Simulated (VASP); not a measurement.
The system is BaTe.

```xyz
4
Lattice="4.9951 0.0000 0.0000 -2.4975 4.3259 0.0000 0.0000 0.0000 8.1569" Properties=species:S:1:pos:R:3 pbc="T T T"
Ba    0.0000    0.0000    0.0000
Ba    0.0000    2.8839    4.0784
Te    2.4975    1.4420    2.0392
Te    2.4975    1.4420    6.1177
```

```yaml
Program: VASP 6.6.1
Task: relaxation of cell and atoms
Functional: PBE
Potentials_or_basis: VASP PAW PBE potentials, release 64 (Ba_sv, Te)
Cutoff: 600 eV
k_mesh: 6 × 6 × 6
Occupations: gaussian, width 0.02 eV
Spin: no spin polarisation
```

At the start: pressure 0.4 GPa; volume 44.06 Å³/atom.

Task: Where does the relaxation end?

Result: Over 5 steps the energy falls by 26.8 meV/atom and the volume is 44.27 Å³/atom (+0.5 %); space group P6_3/mmc (No. 194, to 0.1 Å) before and after.

Step by step:
```
step  energy change (eV)  largest force (eV/Å)  pressure (GPa)  volume (Å³)
   1              0.0000                0.0000            0.45       176.25
   2             -0.0864                0.0000           -0.18       179.27
   3             -0.0998                0.0000           -0.57       181.20
   4             -0.1000                0.0000           -0.52       180.95
   5             -0.1073                0.0000            0.02       177.07
```

Final structure:
```yaml
crystal:
  lattice:
    - [4.86723, 0.00000, 0.00000]
    - [-2.43361, 4.21514, 0.00000]
    - [0.00000, 0.00000, 8.63070]
  atoms:
    - { symbol: Ba, position: [0.00000, 0.00000, 0.00000] }
    - { symbol: Ba, position: [0.33333, 0.66667, 0.50000] }
    - { symbol: Te, position: [0.66667, 0.33333, 0.25000] }
    - { symbol: Te, position: [0.66667, 0.33333, 0.75000] }
```
